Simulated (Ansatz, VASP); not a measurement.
## Two plane-wave programs on CaO

The input INCAR:

```
PREC = Accurate
ENCUT = 520
EDIFF = 1E-6
ISMEAR = 0
SIGMA = 0.05
LREAL = False
LASPH = True
NELM = 100
ALGO = Normal
ISIF = 2
LWAVE = False
LCHARG = True
LELF = True
LVHAR = True
NBANDS = 24
```

Contents of KPOINTS:

```
regular mesh
0
Gamma
  9 9 6
```

File POSCAR:

```
CaO
1.0
    3.7565930773      0.0000000000      0.0000000000
   -1.8782965386      3.2533050366      0.0000000000
    0.0000000000      0.0000000000      5.4032482102
Ca O
2 2
Direct
    0.3333333333      0.6666666667      0.7500000000
    0.6666666667      0.3333333333      0.2500000000
    0.3333333333      0.6666666667      0.2500000000
    0.6666666667      0.3333333333      0.7500000000
```

Input for Ansatz:

```yaml
crystal:
  lattice:
    - [3.7565930773, 0.0, 0.0]
    - [-1.8782965386, 3.2533050366, 0.0]
    - [0.0, 0.0, 5.4032482102]
  atoms:
    - { symbol: Ca, position: [0.3333333333, 0.6666666667, 0.75] }
    - { symbol: Ca, position: [0.6666666667, 0.3333333333, 0.25] }
    - { symbol: O, position: [0.3333333333, 0.6666666667, 0.25] }
    - { symbol: O, position: [0.6666666667, 0.3333333333, 0.75] }
basis:
  ecutwfc: 420
kpoints:
  mp_grid: { grid: [9, 9, 6] }
hamiltonian:
  xc: lda
scf:
  occupations: { method: gaussian, width: 0.05 }
output:
  forces: true
  stress: true
  eigenvalues: true
```

Alike in both runs: task single point; functional LDA; k mesh 9 × 9 × 6; occupations gaussian, width 0.05 eV; no spin polarisation.

```csv
,VASP,Ansatz
version,VASP 6.6.1,Ansatz 0.2.0
potentials or method,"VASP PAW LDA potentials, release 64 (Ca_sv, O), cutoff 520 eV","scalar-relativistic, plane waves, PAW"
valence electrons in the cell,32,32
```

VASP gave:

- gap on the k mesh at the Fermi level (eV): 3.07
- least direct gap on the mesh (eV): 3.08
- pressure (GPa): -0.3
- traceless stress, the component that is largest in VASP (GPa): -11.91

**Question.** What did Ansatz give for the same quantities?

**Answer.** gap on the k mesh at the Fermi level (eV): 3.08; least direct gap on the mesh (eV): 3.08; pressure (GPa): -1.0; traceless stress, the component that is largest in VASP (GPa): -11.33.

LDA's correlation is that of Perdew and Zunger in VASP and of Perdew and Wang (1992) in Ansatz.
